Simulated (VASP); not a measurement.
# FeRu (P-6m2) in VASP: further runs, part 2 of 2

VASP 6.6.1.

### 3 Single point, LDA

This run uses another cell than the first one, of 12.31 Å³/atom.

File INCAR:

```
SYSTEM = FeRu
PREC     = Accurate       ! precision mode
ENCUT    = 520            ! plane-wave cutoff, eV
EDIFF    = 1E-6           ! SCF threshold, eV
ISMEAR   = -1             ! smearing method
SIGMA    = 0.05           ! smearing width, eV
LREAL    = .FALSE.        ! projectors in reciprocal space
LASPH    = .TRUE.         ! aspherical terms in the spheres
NELM     = 60             ! most SCF steps
ALGO     = Normal         ! electronic algorithm
ISIF     = 2              ! what is computed and relaxed
LWAVE    = .FALSE.        ! write WAVECAR
LCHARG   = .FALSE.        ! write CHGCAR
GGA      = CA             ! functional
NBANDS   = 18             ! bands
```

File KPOINTS:

```
regular mesh
0
G
  12 12 7
  0 0 0
```

File POSCAR:

```
FeRu
1.0
    2.6428014205      0.0000000000      0.0000000000
   -1.3214007102      2.2887331673      0.0000000000
    0.0000000000      0.0000000000      4.0702270000
Fe Ru
1 1
Direct
    0.0000000000      0.0000000000      0.5000000000
    0.6666666667      0.3333333333      0.0000000000
```

Potentials or basis: VASP PAW LDA potentials, release 64 (Fe, Ru_pv).

The run is started by

```console
> cat potpaw_LDA.64/Fe/POTCAR potpaw_LDA.64/Ru_pv/POTCAR > POTCAR
> mpirun -np 1 vasp_std > vasp.out
```

OUTCAR:

```text
SYSTEM = FeRu
   PREC = Accurate
   ENCUT = 520
   EDIFF = 1E-6
   ISMEAR = -1
   LREAL = .FALSE.
   LASPH = .TRUE.
   NELM = 60
   ISIF = 2
   GGA = CA

 ion  position               nearest neighbor table
   1  0.000  0.000  0.500-   2 2.54   2 2.54   2 2.54   2 2.54   2 2.54   2 2.54
   2  0.667  0.333  0.000-   1 2.54   1 2.54   1 2.54   1 2.54   1 2.54   1 2.54

  LATTYP: Found a hexagonal cell.
 ALAT       =     2.6428014205
 C/A-ratio  =     1.5401183640

  Lattice vectors:

 A1 = (   2.6428014205,   0.0000000000,   0.0000000000)
 A2 = (  -1.3214007102,   2.2887331673,   0.0000000000)
 A3 = (   0.0000000000,   0.0000000000,   4.0702270000)

Analysis of symmetry for initial positions (statically):
=====================================================================
 Subroutine PRICEL returns:
 Original cell was already a primitive cell.

 Routine SETGRP: Setting up the symmetry group for a
 hexagonal supercell.

 Subroutine GETGRP returns: Found 12 space group operations
[... 152 lines left out ...]
 NGX is ok and might be reduce to    20
   NGX =  9   NGY =  9   NGZ = 15

 number of electron      21.9999995 magnetization

 Free energy of the ion-electron system (eV)
  ---------------------------------------------------
  ext. energy  EPLUGINS =         0.00000000
  ---------------------------------------------------
  free energy    TOTEN  =       -19.82629622 eV

  energy without entropy =      -19.80779364  energy(sigma->0) =      -19.81704493

 E-fermi :   9.6367     XC(G=0): -14.0244

 val. band max:        9.6332916635   @ k =   0.1667   0.0833   0.2857
 cond. band min:       9.6417814527   @ k =   0.3333   0.0833   0.2857
 fundamental gap:      0.0084897892
 Fermi energy:         9.6366844797

 k-point     1 :       0.0000    0.0000    0.0000
  band No.  band energies     occupation
      1     -33.2196      2.00000
      2     -32.7179      2.00000
      3     -32.7179      2.00000
      4       1.4445      2.00000
      5       3.9765      2.00000
      6       7.2393      2.00000
[... 481 lines left out ...]
      5       4.8111      2.00000
      6       5.6046      2.00000
[... 10 lines left out ...]
     17      19.8941      0.00000
     18      21.5714      0.00000

 [... further k-points ...]
[... 5 lines left out ...]
  --------------------------------------------------------------------------------------
  -------------------------------------------------------------------------------------
  Total       -3.0584682     -3.0584682     -2.9973403     -0.0000000      0.0000000      0.0000000
  in kB     -199.0381033   -199.0381033   -195.0600430     -0.0000000      0.0000000      0.0000000
  external PRESSURE =    -197.7120832 kB  Pullay stress =       0.0000000 kB

 VOLUME and BASIS-vectors are now :
 -----------------------------------------------------------------------------
  energy-cutoff  :      520.00
  volume of cell :       24.62
      direct lattice vectors                 reciprocal lattice vectors
     2.642801421  0.000000000  0.000000000     0.378386356  0.218461465  0.000000000
    -1.321400710  2.288733167  0.000000000     0.000000000  0.436922929  0.000000000
     0.000000000  0.000000000  4.070227000     0.000000000  0.000000000  0.245686543

 POSITION                                       TOTAL-FORCE (eV/Angst)
 -----------------------------------------------------------------------------------
      0.00000      0.00000      2.03511         0.000000      0.000000      0.000000
      1.32140      0.76291      0.00000        -0.000000      0.000000      0.000000
 -----------------------------------------------------------------------------------
    total drift:                                0.000000     -0.000000      0.000000

  FREE ENERGIE OF THE ION-ELECTRON SYSTEM (eV)
  ---------------------------------------------------
  free  energy   TOTEN  =       -19.8262962168 eV

  energy  without entropy=      -19.8077936406  energy(sigma->0) =      -19.81704493
```

OSZICAR:

```text
N       E                     dE             d eps       ncg     rms          rms(c)
DAV:   1     0.169939251263E+03    0.16994E+03   -0.12475E+04  2760   0.153E+03
DAV:   2    -0.175692312605E+02   -0.18751E+03   -0.18073E+03  2772   0.365E+02
DAV:   3    -0.224637514652E+02   -0.48945E+01   -0.48138E+01  3052   0.723E+01
DAV:   4    -0.225435845573E+02   -0.79833E-01   -0.79509E-01  3510   0.795E+00
DAV:   5    -0.225464457435E+02   -0.28612E-02   -0.28490E-02  3452   0.155E+00    0.197E+01
DAV:   6    -0.335456349958E+02   -0.10999E+02   -0.10288E+02  3030   0.120E+02    0.390E+01
DAV:   7    -0.198395608889E+02    0.13706E+02   -0.30493E+01  3522   0.873E+01    0.243E+00
DAV:   8    -0.198557585215E+02   -0.16198E-01   -0.59519E-01  3044   0.560E+00    0.195E+00
DAV:   9    -0.198286667144E+02    0.27092E-01   -0.13251E-01  4140   0.392E+00    0.852E-01
DAV:  10    -0.198269685573E+02    0.16982E-02   -0.33503E-03  3150   0.512E-01    0.595E-01
DAV:  11    -0.198263262182E+02    0.64234E-03   -0.30007E-03  3254   0.772E-01    0.217E-01
DAV:  12    -0.198263344976E+02   -0.82794E-05   -0.49845E-05  3432   0.842E-02    0.120E-01
DAV:  13    -0.198262971174E+02    0.37380E-04   -0.13616E-04  4048   0.106E-01    0.246E-02
DAV:  14    -0.198262962168E+02    0.90059E-06   -0.51330E-06  2742   0.183E-02
   1 F= -.19826296E+02 E0= -.19817045E+02  d E =-.185026E-01
```

stdout:

```text
POSCAR found type information on POSCAR FeRu
 POSCAR found :  2 types and       2 ions
 scaLAPACK will be used
 LDA part: xc-table for (Slater(with rela. corr.)+CA(PZ))
 , standard interpolation
 POSCAR, INCAR and KPOINTS ok, starting setup
 FFT: planning ... GRIDC
 FFT: planning ... GRID_SOFT
 FFT: planning ... GRID
 WAVECAR not read
 entering main loop
```

It took 53 s on 1 thread of Intel Xeon 8259CL, shared host; peak memory 0.15 GiB.

Results:

```
Free energy            : -19.8263 eV
Pressure               : -19.8 GPa
Band gap on the k mesh : zero (bands 11 and 12 overlap by 1.88 eV)
```

Levels at points of the mesh, in eV from the Fermi level:
| k point | band 8 | band 9 | band 10 | band 11 | band 12 | band 13 | band 14 | band 15 |
| --- | --- | --- | --- | --- | --- | --- | --- | --- |
| (0.00, 0.00, 0.00) | -1.51 | -1.15 | -1.15 | -1.12 | -1.12 | 1.01 | 1.01 | 1.27 |
| (0.50, 0.00, 0.00) | -1.91 | -1.42 | -0.99 | 0.54 | 1.47 | 2.03 | 2.89 | 5.71 |

Caveat: the cell stands under tension; the run has no spin polarisation, though such a crystal can be magnetic. Spin polarisation is off, so any magnetic state and its effect on volume and gap are missing.

### 4 Single point, LDA (13.05 Å³/atom)

This run uses another cell than the first one, of 13.05 Å³/atom.

File INCAR:

```
PREC = Accurate
ENCUT = 520
EDIFF = 1E-6
ISMEAR = -1
SIGMA = 0.05
LREAL = False
LASPH = True
NELM = 60
ALGO = Normal
ISIF = 2
LWAVE = False
LCHARG = False
GGA = CA
NBANDS = 18
```

File KPOINTS:

```
Automatic mesh
0
Gamma
  12 12 7
```

File POSCAR:

```
FeRu
1.0
    2.6946342154      0.0000000000      0.0000000000
   -1.3473171077      2.3336216845      0.0000000000
    0.0000000000      0.0000000000      4.1500556394
Fe Ru
1 1
Direct
    0.0000000000      0.0000000000      0.5000000000
    0.6666666667      0.3333333333      0.0000000000
```

The run is started by

```console
> cat potpaw_LDA.64/Fe/POTCAR potpaw_LDA.64/Ru_pv/POTCAR > POTCAR
> mpirun -np 1 vasp_std > vasp.out
```

It took 51 s on 1 thread of Intel Xeon 8259CL, shared host; peak memory 0.16 GiB.

It converged, with:

- Free energy: -19.5832 eV
- Pressure: -32.3 GPa
- Band gap on the k mesh: zero (bands 11 and 12 overlap by 1.72 eV)

Stress tensor (GPa, compression positive):
```
-32.23   0.00   0.00
  0.00 -32.23   0.00
  0.00   0.00 -32.39
```

Levels at points of the mesh, in eV from the Fermi level:
```tsv
k point	band 9	band 10	band 11	band 12	band 13	band 14
(0.00, 0.00, 0.00)	-1.05	-1.05	-1.03	-1.03	0.92	0.92
(0.50, 0.00, 0.00)	-1.31	-0.92	0.49	1.33	1.84	2.67
```

Caveat: the cell stands under tension; the run has no spin polarisation, though such a crystal can be magnetic.

### 5 Single point, LDA (13.79 Å³/atom)

This run uses another cell than the first one, of 13.79 Å³/atom.

File INCAR:

```
PREC     = Accurate       # precision mode
ENCUT    = 520            # plane-wave cutoff, eV
EDIFF    = 1E-6           # SCF threshold, eV
ISMEAR   = -1             # smearing method
SIGMA    = 0.05           # smearing width, eV
LREAL    = F              # projectors in reciprocal space
LASPH    = T              # aspherical terms in the spheres
NELM     = 80             # most SCF steps
ALGO     = Normal         # electronic algorithm
ISIF     = 2              # what is computed and relaxed
LWAVE    = F              # write WAVECAR
LCHARG   = F              # write CHGCAR
NBANDS   = 18             # bands
```

KPOINTS is that of step 4.

File POSCAR:

```
FeRu
1.0
    2.7445461576      0.0000000000      0.0000000000
   -1.3722730788      2.3768466944      0.0000000000
    0.0000000000      0.0000000000      4.2269259381
Fe Ru
1 1
Direct
    0.0000000000      0.0000000000      0.5000000000
    0.6666666667      0.3333333333      0.0000000000
```

The run is started by

```console
> cat potpaw_LDA.64/Fe/POTCAR potpaw_LDA.64/Ru_pv/POTCAR > POTCAR
> mpirun -np 1 vasp_std > vasp.out
```

It took 62 s on 1 thread of Intel Xeon 8259CL, shared host; peak memory 0.16 GiB.

The run converged. Its results:

```yaml
Free_energy: -19.2446 eV
Pressure: -40.7 GPa
Band_gap_on_the_k_mesh: zero (bands 11 and 12 overlap by 1.58 eV)
```

Stress tensor (GPa, compression positive):
```
-40.52   0.00   0.00
  0.00 -40.52   0.00
  0.00   0.00 -41.11
```

Levels at points of the mesh, in eV from the Fermi level:
```
           k point  band 8  band 9  band 10  band 11  band 12  band 13  band 14  band 15
(0.00, 0.00, 0.00)   -1.27   -0.96    -0.96    -0.95    -0.95     0.84     0.84     1.21
(0.50, 0.00, 0.00)   -1.66   -1.22    -0.85     0.45     1.22     1.67     2.48     4.98
```

Caveat: the cell stands under tension; the run has no spin polarisation, though such a crystal can be magnetic. Spin polarisation is off, so any magnetic state and its effect on volume and gap are missing.

### 6 Single point, LDA (14.77 Å³/atom)

This run uses another cell than the first one, of 14.77 Å³/atom.

File INCAR:

```
PREC = Accurate ; ENCUT = 520
EDIFF = 1E-6 ; ISMEAR = -1
SIGMA = 0.05 ; LREAL = F
LASPH = T ; NELM = 60
ALGO = Normal ; ISIF = 2
LWAVE = F ; LCHARG = T
LELF = T ; LVHAR = T
NBANDS = 18
```

File KPOINTS:

```
regular mesh
0
Gamma
  12 12 7
```

File POSCAR:

```
FeRu
1.0
    2.8083955761      0.0000000000      0.0000000000
   -1.4041977881      2.4321419128      0.0000000000
    0.0000000000      0.0000000000      4.3252616001
Fe Ru
1 1
Direct
    0.0000000000      0.0000000000      0.5000000000
    0.6666666667      0.3333333333      0.0000000000
```

Potentials or basis: VASP PAW LDA potentials, release 64 (Fe, Ru_pv).

The run is started by

```console
> cat potpaw_LDA.64/Fe/POTCAR potpaw_LDA.64/Ru_pv/POTCAR > POTCAR
> mpirun -np 1 vasp_std > vasp.out
```

It took 66 s on 1 thread of Intel Xeon 8259CL, shared host; peak memory 0.17 GiB.

The run converged. Its results:

* Free energy: -18.6978 eV
* Pressure: -47.7 GPa
* Band gap on the k mesh: zero (bands 11 and 12 overlap by 1.42 eV)

Stress tensor (GPa, compression positive):
```
-47.31   0.00   0.00
  0.00 -47.31   0.00
  0.00   0.00 -48.37
```

Levels at points of the mesh, in eV from the Fermi level:
```
           k point  band 7  band 8  band 9  band 10  band 11  band 12  band 13  band 14  band 15  band 16
(0.00, 0.00, 0.00)   -1.83   -1.14   -0.86    -0.86    -0.86    -0.86     0.75     0.75     1.19     7.85
(0.50, 0.00, 0.00)   -1.85   -1.51   -1.10    -0.77     0.40     1.08     1.48     2.27     4.58     9.43
```

Caveat: the cell stands under tension; the run has no spin polarisation, though such a crystal can be magnetic. Spin polarisation is off, so any magnetic state and its effect on volume and gap are missing.

### 7 The runs side by side

| cell | gap on the mesh (eV) | pressure (GPa) |
| --- | --- | --- |
| a = 2.589, b = 2.589, c = 3.987 Å, angles 90.0, 90.0, 120.0°, 2 atoms | none | -1.6 |
| a = 2.643, b = 2.643, c = 4.070 Å, angles 90.0, 90.0, 120.0°, 2 atoms | none | -19.8 |
| a = 2.695, b = 2.695, c = 4.150 Å, angles 90.0, 90.0, 120.0°, 2 atoms | none | -32.3 |
| a = 2.745, b = 2.745, c = 4.227 Å, angles 90.0, 90.0, 120.0°, 2 atoms | none | -40.7 |
| a = 2.808, b = 2.808, c = 4.325 Å, angles 90.0, 90.0, 120.0°, 2 atoms | none | -47.7 |

Alike in all rows: task single point; level LDA; potentials or basis VASP PAW LDA potentials, release 64 (Fe, Ru_pv); no spin polarisation; k mesh 12 × 12 × 7; cutoff (eV) 520; smearing fermi-dirac 0.05 eV.

Caveats: the run has no spin polarisation, though such a crystal can be magnetic; the cell stands under tension (at least some runs); an empty level that is flat over the whole mesh can mark a ghost state of the potentials, or a narrow d or f band (at least some runs).

Absolute energies hang on the potentials; compare differences alone.
